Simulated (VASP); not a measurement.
ZrS2:

```
Zr S
1.0
     3.69138    0.00000    0.00000
    -1.84569    3.19683    0.00000
     0.00000    0.00000    6.04108
Zr S
1 2
Cartesian
  0.0000 0.0000 0.0000
  1.8457 1.0656 4.6038
  0.0000 2.1312 1.4372
```

```yaml
Program: VASP 6.6.1
Task: relaxation of cell and atoms
Functional: RPBE
Potentials_or_basis: VASP PAW PBE potentials, release 64 (Zr_sv, S)
Cutoff: 500 eV
k_mesh: 12 × 12 × 4
Occupations: fermi-dirac, width 0.01 eV
Spin: no spin polarisation
```

At the start: pressure 2.5 GPa; volume 23.76 Å³/atom.

Problem. How do energy, volume and symmetry change on relaxing?

Solution. Over 30 steps the energy falls by 29.4 meV/atom and the volume is 29.17 Å³/atom (+22.8 %); space group P-3m1 (No. 164, to 0.1 Å) before and after.

The path:
```tsv
step	energy change (eV)	largest force (eV/Å)	pressure (GPa)	volume (Å³)
1	0.0000	0.1305	2.50	71.29
2	-0.0019	0.5314	-2.13	75.19
3	-0.0160	0.2210	0.00	73.26
4	-0.0227	0.2179	0.02	73.69
5	-0.0392	0.2061	0.12	74.96
6	-0.0597	0.1707	0.46	77.46
7	-0.0631	0.0320	1.60	82.26
8	-0.0676	0.0699	1.19	80.30
9	-0.0723	0.1238	0.72	81.25
10	-0.0778	0.2750	-0.56	84.12
11	-0.0821	0.2105	-0.47	84.71
12	-0.0873	0.0616	-0.26	86.07
13	-0.0875	0.0233	-0.20	86.43
14	-0.0877	0.0077	0.04	86.15
15	-0.0877	0.0077	0.04	86.15
16	-0.0878	0.0002	0.03	86.16
17	-0.0878	0.0138	0.00	86.19
18	-0.0878	0.0119	0.02	86.20
19	-0.0879	0.0063	0.06	86.23
20	-0.0879	0.0052	0.13	86.30
21	-0.0879	0.0052	0.13	86.31
22	-0.0879	0.0049	0.13	86.33
23	-0.0879	0.0043	0.13	86.36
24	-0.0879	0.0033	0.12	86.43
25	-0.0880	0.0013	0.11	86.57
26	-0.0881	0.0024	0.09	86.86
27	-0.0881	0.0094	0.05	87.43
28	-0.0882	0.0109	0.01	87.47
29	-0.0882	0.0133	-0.04	87.54
30	-0.0882	0.0019	0.00	87.51
```

Final structure:
```yaml
crystal:
  lattice:
    - [3.71827, 0.00000, 0.00000]
    - [-1.85913, 3.22012, 0.00000]
    - [0.00000, 0.00000, 7.30888]
  atoms:
    - { symbol: Zr, position: [0.00000, 0.00000, 0.00000] }
    - { symbol: S, position: [0.66667, 0.33333, 0.80168] }
    - { symbol: S, position: [0.33333, 0.66667, 0.19832] }
```

Caveat: the volume moved by over 15 % at a fixed basis, so the end points are rough; the PAW data sets were made with another functional, which shifts forces and pressure a little; this functional lacks dispersion, which binds layers or chains, so the pressure and a relaxed spacing across them are unreliable.
